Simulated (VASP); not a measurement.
A run of VASP 6.6.1 is set up as follows.

INCAR

```
ALGO     = Normal         # electronic algorithm
EDIFF    = 1E-6           # SCF threshold, eV
ENCUT    = 520            # plane-wave cutoff, eV
GGA      = PS             # functional
ISIF     = 2              # what is computed and relaxed
ISMEAR   = -1             # smearing method
ISPIN    = 2              # spin polarisation
LASPH    = T              # aspherical terms in the spheres
LCHARG   = F              # write CHGCAR
LMAXMIX  = 4              # l up to which the mixer works
LORBIT   = 11             # projections on sites
LREAL    = F              # projectors in reciprocal space
LWAVE    = F              # write WAVECAR
MAGMOM   = 0.6            # initial moments
NBANDS   = 15             # bands
NELM     = 150            # most SCF steps
PREC     = Accurate       # precision mode
SIGMA    = 0.05           # smearing width, eV
```

KPOINTS

```
k-points
0
Gamma
  13 13 13
```

File POSCAR:

```
Hf
1.0
   -1.8050000000      1.8050000000      1.8050000000
    1.8050000000     -1.8050000000      1.8050000000
    1.8050000000      1.8050000000     -1.8050000000
Hf
1
Direct
    0.0000000000      0.0000000000      0.0000000000
```

Potentials or basis: VASP PAW PBE potentials, release 64 (Hf_pv).

Launch:

```console
$ cat potpaw_PBE.64/Hf_pv/POTCAR > POTCAR
$ mpirun -np 1 vasp_std > vasp.out
```

Question: What does it give for the band gap on the k mesh?

Answer: Zero (filled and empty bands overlap).

Question: Estimate the net moment.

Answer: 0.00 μB per cell.

Caveat: spin-orbit coupling is left out, which moves the levels of the heavy elements.
